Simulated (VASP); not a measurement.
# PbF (R-3m) in VASP: single point with PBE

Aim: the single point of PbF with PBE.

Everything below comes from runs of VASP 6.6.1. Logs are shortened: lines on timing, memory, paths and dates and some standing lists are left out, and cuts for length are marked.

### Step 1. The cell of the first run

The structure is trigonal, space group R-3m (No. 166). Conventional cell: a = 4.248 Å, b = 4.248 Å, c = 7.929 Å, α = 90.00°, β = 90.00°, γ = 120.00°. Within 3.7 Å of Pb (site symmetry -3m) lie 6 F at 2.79 Å and 6 Pb at 3.61 Å. Within 3.7 Å of F (site symmetry -3m) lie 6 Pb at 2.79 Å and 6 F at 3.61 Å.

### Step 2. Single point, PBE

Contents of INCAR:

```
ALGO = Normal
EDIFF = 1E-6
ENCUT = 520
GGA = PE
ISIF = 2
ISMEAR = 0
LASPH = True
LCHARG = False
LREAL = False
LWAVE = False
NBANDS = 18
NELM = 80
PREC = Accurate
SIGMA = 0.1
```

Contents of KPOINTS:

```
k-points
0
Gamma
  18 18 18
```

Contents of POSCAR:

```
PbF
1.0
    2.1239855798      1.2262836462      2.6428642652
   -2.1239855798      1.2262836462      2.6428642652
    0.0000000000     -2.4525672925      2.6428642652
Pb F
1 1
Direct
    0.0000000000      0.0000000000      0.0000000000
    0.5000000000      0.5000000000      0.5000000000
```

Potentials or basis: VASP PAW PBE potentials, release 64 (Pb_d, F).

Run with:

```sh
cat potpaw_PBE.64/Pb_d/POTCAR potpaw_PBE.64/F/POTCAR > POTCAR
mpirun -np 1 vasp_std > vasp.out
```

OUTCAR:

```text
EDIFF = 1E-6
   ENCUT = 520
   GGA = PE
   ISIF = 2
   ISMEAR = 0
   LASPH = True
   LREAL = False
   NELM = 80
   PREC = Accurate

 ion  position               nearest neighbor table
   1  0.000  0.000  0.000-   2 2.79   2 2.79   2 2.79   2 2.79   2 2.79   2 2.79
   2  0.500  0.500  0.500-   1 2.79   1 2.79   1 2.79   1 2.79   1 2.79   1 2.79

  LATTYP: Found a trigonal (rhomboedric) cell.
 ALAT       =     3.6055260155
 COS(alpha) =     0.3059418531

  Lattice vectors:

 A1 = (   2.1239855798,   1.2262836462,   2.6428642652)
 A2 = (  -2.1239855798,   1.2262836462,   2.6428642652)
 A3 = (   0.0000000000,  -2.4525672925,   2.6428642652)

Analysis of symmetry for initial positions (statically):
=====================================================================
 Subroutine PRICEL returns:
 Original cell was already a primitive cell.

 Routine SETGRP: Setting up the symmetry group for a
 trigonal (rhombohedral) supercell.

 Subroutine GETGRP returns: Found 12 space group operations
 (whereof 12 operations were pure point group operations)
 out of a pool of 12 trial point group operations.

The static configuration has the point symmetry D_3d.

Analysis of symmetry for dynamics (positions and initial velocities):
=====================================================================
 Subroutine PRICEL returns:
 Original cell was already a primitive cell.

 Routine SETGRP: Setting up the symmetry group for a
 trigonal (rhombohedral) supercell.

 Subroutine GETGRP returns: Found 12 space group operations
 (whereof 12 operations were pure point group operations)
 out of a pool of 12 trial point group operations.

The dynamic configuration has the point symmetry D_3d.

 Subroutine INISYM returns: Found 12 space group operations
 (whereof 12 operations are pure point group operations),
 and found     1 'primitive' translations

----------------------------------------------------------------------------------------

                                     Primitive cell

  volume of cell :      41.3018

  direct lattice vectors                    reciprocal lattice vectors
     2.123985580  1.226283646  2.642864265     0.235406495  0.135912003  0.126125786
    -2.123985580  1.226283646  2.642864265    -0.235406495  0.135912003  0.126125786
     0.000000000 -2.452567292  2.642864265     0.000000000 -0.271824006  0.126125786

  length of vectors
     3.605526015  3.605526015  3.605526016     0.299659814  0.299659814  0.299659814

  position of ions in fractional coordinates (direct lattice)
     0.000000000  0.000000000  0.000000000
     0.500000000  0.500000000  0.500000000

  ion indices of the primitive-cell ions
   primitive index   ion index
                 1           1
                 2           2

----------------------------------------------------------------------------------------

 KPOINTS: k-points

Automatic generation of k-mesh.
 Grid dimensions read from file:
 generate k-points for:   18   18   18

 Generating k-lattice:

  Cartesian coordinates                     Fractional coordinates (reciprocal lattice)
     0.013078139  0.007550667  0.007006988     0.055555556  0.000000000  0.000000000
    -0.013078139  0.007550667  0.007006988     0.000000000  0.055555556  0.000000000
     0.000000000 -0.015101334  0.007006988     0.000000000  0.000000000  0.055555556

  Length of vectors
     0.016647767  0.016647767  0.016647767

  Shift w.r.t. Gamma in fractional coordinates (k-lattice)
     0.000000000  0.000000000  0.000000000

 Subroutine IBZKPT returns following result:
 ===========================================

 Found    580 irreducible k-points:

 Following reciprocal coordinates:
            Coordinates               Weight
  0.000000  0.000000  0.000000      1.000000
  0.055556  0.000000  0.000000      6.000000
  0.111111  0.000000  0.000000      6.000000
  0.166667 -0.000000  0.000000      6.000000
  0.222222  0.000000 -0.000000      6.000000
  0.277778  0.000000  0.000000      6.000000
[... 16 lines left out ...]
 -0.277778  0.055556 -0.000000     12.000000
 -0.222222  0.055556  0.000000     12.000000
 [... further k-points ...]
   k-points           NKPTS =    580   k-points in BZ     NKDIM =    580   number of bands    NBANDS=     18
   number of dos      NEDOS =    301   number of ions     NIONS =      2
   total plane-waves  NPLWV =  21952
   dimension x,y,z NGX =    28 NGY =   28 NGZ =   28
   dimension x,y,z NGXF=    56 NGYF=   56 NGZF=   56
   ions per type =               1   1
   NGX,Y,Z   is equivalent  to a cutoff of  12.91, 12.91, 12.91 a.u.
   NGXF,Y,Z  is equivalent  to a cutoff of  25.82, 25.82, 25.82 a.u.
 SYSTEM =  unknown system
   PREC   = accura    normal or accurate (medium, high low for compatibility)
   ISTART =      0    job   : 0-new  1-cont  2-samecut
   ICHARG =      2    charge: 1-file 2-atom 10-const
   ISPIN  =      1    spin polarized calculation?
   LNONCOLLINEAR =      F non collinear calculations
   LSORBIT =      F    spin-orbit coupling
   LASPH  =      T    aspherical Exc in radial PAW
   ENCUT  =  520.0 eV  38.22 Ry    6.18 a.u.   6.70  6.70  6.70*2*pi/ulx,y,z
   NELM   =     80;   NELMIN=  2; NELMDL= -5     # of ELM steps
   EDIFF  = 0.1E-05   stopping-criterion for ELM
   LREAL  =      F    real-space projection
   EDIFFG = 0.1E-04   stopping-criterion for IOM
   NSW    =      0    number of steps for IOM
   IBRION =     -1    ionic relax: 0-MD 1-quasi-New 2-CG
   NFREE  =      0    steps in history (QN), initial steepest desc. (CG)
   ISIF   =      2    stress and relaxation
   ISYM   =      2    0-nonsym 1-usesym 2-fastsym
   POTIM  = 0.5000    time-step for ionic-motion
   TEBEG  =    0.0;   TEEND  =   0.0 temperature during run
   PSTRESS=    0.0 pullay stress
   NELECT =      21.0000    total number of electrons
   NUPDOWN=      -1.0000    fix difference up-down
   EMIN   =  10.00;   EMAX   =-10.00  energy-range for DOS
   EFERMI =   0.00;   METHOD = LEGACY
   ISMEAR =     0;   SIGMA  =   0.10  broadening in eV -4-tet -1-fermi 0-gaus
   EFERMI_NEDOS =   21; number of points for ismear=-14 and -15
   IALGO  =     38    algorithm
   IMIX   =      4    mixing-type and parameters
     AMIX     =   0.40;   BMIX     =  1.00
     AMIX_MAG =   1.60;   BMIX_MAG =  1.00
  volume/ion in A,a.u.               =      20.65       139.36
  Fermi-wavevector in a.u.,A,eV,Ry     =   1.306647  2.469205 23.229598  1.707327
  Thomas-Fermi vector in A             =   2.437435
   LORBIT       =      0    0 simple, 1 ext, 2 COOP (PROOUT), +10 PAW based schemes
   GGA     = PE    functional components
   LHFCALC =     F    Hartree Fock is set to
   AEXX    =    0.0000 exact exchange contribution
   IVDW    =     0    specifies the selected vdW correction
   LEPSILON=     F    determine dielectric tensor
   LRPA    =     F    only Hartree local field effects (RPA)
 non-spin polarized calculation
 Gauss-broadening in eV      SIGMA  =   0.10
  energy-cutoff  :      520.00
  volume of cell :       41.30
 maximum number of plane-waves:      1128
   NGX = 13   NGY = 13   NGZ = 13

 number of electron      21.0000005 magnetization

 Free energy of the ion-electron system (eV)
  ---------------------------------------------------
  ext. energy  EPLUGINS =         0.00000000
  ---------------------------------------------------
  free energy    TOTEN  =        -8.08915932 eV

  energy without entropy =       -8.08332743  energy(sigma->0) =       -8.08624338

 E-fermi :   5.9416     XC(G=0):  -9.8935

 val. band max:        5.9407786155   @ k =  -0.3333   0.2778   0.0000
 cond. band min:       5.9431243693   @ k =   0.3333   0.1111  -0.0000
 fundamental gap:      0.0023457538
 Fermi energy:         5.9415966109

 k-point     1 :       0.0000    0.0000    0.0000
  band No.  band energies     occupation
      1     -17.8054      2.00000
      2     -11.7360      2.00000
      3     -11.7360      2.00000
      4     -11.5651      2.00000
      5     -11.5651      2.00000
      6     -11.5382      2.00000
[... 10 lines left out ...]
     17      17.7719      0.00000
     18      20.8013      0.00000

 k-point     2 :       0.0556    0.0000    0.0000
  band No.  band energies     occupation
      1     -17.8025      2.00000
      2     -11.7354      2.00000
      3     -11.7322      2.00000
      4     -11.5668      2.00000
      5     -11.5651      2.00000
      6     -11.5385      2.00000
[... 10 lines left out ...]
     17      17.6317      0.00000
     18      20.3230      0.00000

 k-point     3 :       0.1111    0.0000    0.0000
  band No.  band energies     occupation
      1     -17.7950      2.00000
      2     -11.7339      2.00000
      3     -11.7218      2.00000
      4     -11.5719      2.00000
      5     -11.5652      2.00000
      6     -11.5390      2.00000
[... 10 lines left out ...]
     17      17.3744      0.00000
     18      19.8183      0.00000

 k-point     4 :       0.1667   -0.0000    0.0000
  band No.  band energies     occupation
      1     -17.7832      2.00000
      2     -11.7317      2.00000
      3     -11.7072      2.00000
      4     -11.5794      2.00000
      5     -11.5653      2.00000
      6     -11.5386      2.00000
[... 10 lines left out ...]
     17      18.3580      0.00000
     18      19.3937      0.00000

 k-point     5 :       0.2222    0.0000   -0.0000
  band No.  band energies     occupation
      1     -17.7688      2.00000
      2     -11.7295      2.00000
      3     -11.6921      2.00000
      4     -11.5882      2.00000
      5     -11.5655      2.00000
      6     -11.5353      2.00000
[... 10 lines left out ...]
     17      19.0355      0.00000
     18      19.4783      0.00000

 k-point     6 :       0.2778    0.0000    0.0000
  band No.  band energies     occupation
      1     -17.7536      2.00000
      2     -11.7278      2.00000
      3     -11.6801      2.00000
      4     -11.5968      2.00000
      5     -11.5664      2.00000
      6     -11.5275      2.00000
[... 10 lines left out ...]
     17      18.7230      0.00000
     18      19.7777      0.00000

 k-point     7 :       0.3333    0.0000   -0.0000
  band No.  band energies     occupation
      1     -17.7392      2.00000
      2     -11.7269      2.00000
      3     -11.6725      2.00000
      4     -11.6042      2.00000
      5     -11.5679      2.00000
      6     -11.5158      2.00000
[... 10 lines left out ...]
     17      18.4357      0.00000
     18      19.9562      0.00000

 k-point     8 :       0.3889   -0.0000    0.0000
  band No.  band energies     occupation
      1     -17.7274      2.00000
      2     -11.7269      2.00000
      3     -11.6688      2.00000
      4     -11.6095      2.00000
      5     -11.5695      2.00000
      6     -11.5037      2.00000
[... 10 lines left out ...]
     17      18.1646      0.00000
     18      20.2827      0.00000
[... 229 lines left out ...]
     17      17.8010      0.00000
     18      20.9708      0.00000

 k-point    20 :      -0.4444    0.0556    0.0000
  band No.  band energies     occupation
      1     -17.7184      2.00000
      2     -11.7237      2.00000
      3     -11.6654      2.00000
      4     -11.6107      2.00000
      5     -11.5706      2.00000
      6     -11.4957      2.00000
[... 10 lines left out ...]
     17      17.8433      0.00000
     18      20.7306      0.00000

 k-point    21 :      -0.3889    0.0556   -0.0000
  band No.  band energies     occupation
      1     -17.7249      2.00000
      2     -11.7234      2.00000
      3     -11.6668      2.00000
      4     -11.6068      2.00000
      5     -11.5698      2.00000
      6     -11.5051      2.00000
[... 10 lines left out ...]
     17      18.0570      0.00000
     18      20.3675      0.00000

 k-point    22 :      -0.3333    0.0556    0.0000
  band No.  band energies     occupation
      1     -17.7356      2.00000
      2     -11.7235      2.00000
      3     -11.6707      2.00000
      4     -11.6012      2.00000
      5     -11.5687      2.00000
      6     -11.5173      2.00000
[... 10 lines left out ...]
     17      18.3127      0.00000
     18      20.0127      0.00000

 k-point    23 :      -0.2778    0.0556   -0.0000
  band No.  band energies     occupation
      1     -17.7493      2.00000
      2     -11.7243      2.00000
      3     -11.6785      2.00000
      4     -11.5941      2.00000
      5     -11.5677      2.00000
      6     -11.5286      2.00000
[... 10 lines left out ...]
     17      18.5780      0.00000
     18      19.7832      0.00000

 k-point    24 :      -0.2222    0.0556    0.0000
  band No.  band energies     occupation
      1     -17.7641      2.00000
      2     -11.7259      2.00000
      3     -11.6910      2.00000
      4     -11.5860      2.00000
      5     -11.5673      2.00000
      6     -11.5357      2.00000
[... 10 lines left out ...]
     17      18.8716      0.00000
     18      19.6164      0.00000

 [... further k-points ...]

------------------------ aborting loop because EDIFF is reached ----------------------------------------

  FORCE on cell =-STRESS in cart. coord.  units (eV):
  Direction    XX          YY          ZZ          XY          YZ          ZX
  --------------------------------------------------------------------------------------
  -------------------------------------------------------------------------------------
  Total       -0.0526097     -0.0526097     -0.0550642     -0.0000000      0.0000000      0.0000000
  in kB       -2.0408355     -2.0408355     -2.1360494     -0.0000000      0.0000000      0.0000000
  external PRESSURE =      -2.0725735 kB  Pullay stress =       0.0000000 kB

 VOLUME and BASIS-vectors are now :
 -----------------------------------------------------------------------------
  energy-cutoff  :      520.00
  volume of cell :       41.30
      direct lattice vectors                 reciprocal lattice vectors
     2.123985580  1.226283646  2.642864265     0.235406495  0.135912003  0.126125786
    -2.123985580  1.226283646  2.642864265    -0.235406495  0.135912003  0.126125786
     0.000000000 -2.452567292  2.642864265     0.000000000 -0.271824006  0.126125786

 POSITION                                       TOTAL-FORCE (eV/Angst)
 -----------------------------------------------------------------------------------
      0.00000      0.00000      0.00000         0.000000     -0.000000     -0.000000
      0.00000     -0.00000      3.96430         0.000000      0.000000      0.000000
 -----------------------------------------------------------------------------------
    total drift:                               -0.000000     -0.000000      0.000000

  FREE ENERGIE OF THE ION-ELECTRON SYSTEM (eV)
  ---------------------------------------------------
  free  energy   TOTEN  =        -8.0891593232 eV

  energy  without entropy=       -8.0833274338  energy(sigma->0) =       -8.08624338
```

Run time: 4.7 min. Hardware: 1 thread of Intel Xeon Platinum 8259CL at 2.50GHz (Skylake/Cascade Lake), shared host; peak memory 0.48 GiB.

Results:

```yaml
Free_energy: -8.0892 eV
Pressure: -0.2 GPa
Band_gap_on_the_k_mesh: zero (an odd number of electrons rules out a gap without spin polarisation)
```

Levels at points of the mesh, in eV from the Fermi level:
```csv
k point,band 8,band 9,band 10,band 11,band 12,band 13
"(0.00, 0.00, 0.00)",-5.39,-5.39,-4.93,5.17,5.17,5.39
"(0.50, 0.00, 0.00)",-5.09,-4.92,-3.67,-1.98,3.79,4.91
"(0.50, 0.50, 0.00)",-6.58,-6.04,-5.26,0.09,2.07,4.92
"(0.50, 0.50, 0.50)",-5.28,-5.28,-3.85,-1.94,1.45,1.45
```

Caveat: spin-orbit coupling is left out, which moves the levels of the heavy elements; an odd number of electrons without spin polarisation forces a metal; a magnetic or distorted state may lie lower.
